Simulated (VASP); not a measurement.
**Ba: electric field gradients with LDA**

Crystal: Ba.

```
Ba
1.0
     2.20432   -3.99886    0.00000
     2.20432    3.99886    0.00000
     0.00000    0.00000    7.43051
Ba
2
Direct
  0.64960 0.35040 0.25000
  0.35040 0.64960 0.75000
```

- Program: VASP 6.6.1
- Task: electric field gradients
- Functional: LDA
- Potentials or basis: VASP PAW LDA potentials, release 64 (Ba_sv)
- Cutoff: 520 eV
- k mesh: 11 × 11 × 6
- Occupations: fermi-dirac, width 0.03 eV
- Spin: no spin polarisation
- Dipole correction: no
- Further INCAR settings: ALGO = Normal; EDIFF = 1e-08; NBANDS = 17

```
Pressure               : -1.5 GPa
Largest force          : 0.031 eV/Å
Band gap on the k mesh : zero (band 10 reaches 1.46 eV, above the bottom of band 11 at 1.10 eV)
```

Forces on the atoms (eV/Å):
```
Ba   0.000 -0.031  0.000
Ba   0.000  0.031  0.000
```

Stress tensor (GPa, compression positive):
```
-1.36  0.00  0.00
 0.00 -1.53  0.00
 0.00  0.00 -1.50
```

Levels at points of the mesh, in eV from the Fermi level:
```tsv
k point	band 6	band 7	band 8	band 9	band 10	band 11	band 12	band 13	band 14	band 15
(0.00, 0.00, 0.00)	-13.88	-13.88	-13.87	-2.75	-0.97	1.01	1.43	1.52	1.98	2.04
(0.00, 0.00, 0.50)	-13.92	-13.89	-13.89	-1.84	-1.84	0.96	0.96	1.54	1.54	1.85
```

Electric field gradients, principal values (V/Å²):
| atom | least | middle | greatest (by size) |
| --- | --- | --- | --- |
| 1 Ba | 3.744 | 6.166 | -9.910 |
| 2 Ba | 3.744 | 6.166 | -9.910 |

It took 7.4 min on 1 thread of Oxide Virtual Turin-like Processor, on a shared host, peak memory 0.36 GiB.

Caveat: without QUAD_EFG the Cq values of the log hold for a quadrupole moment of 1 mb, not for the nuclei; spin-orbit coupling is left out, which moves the levels of the heavy elements.
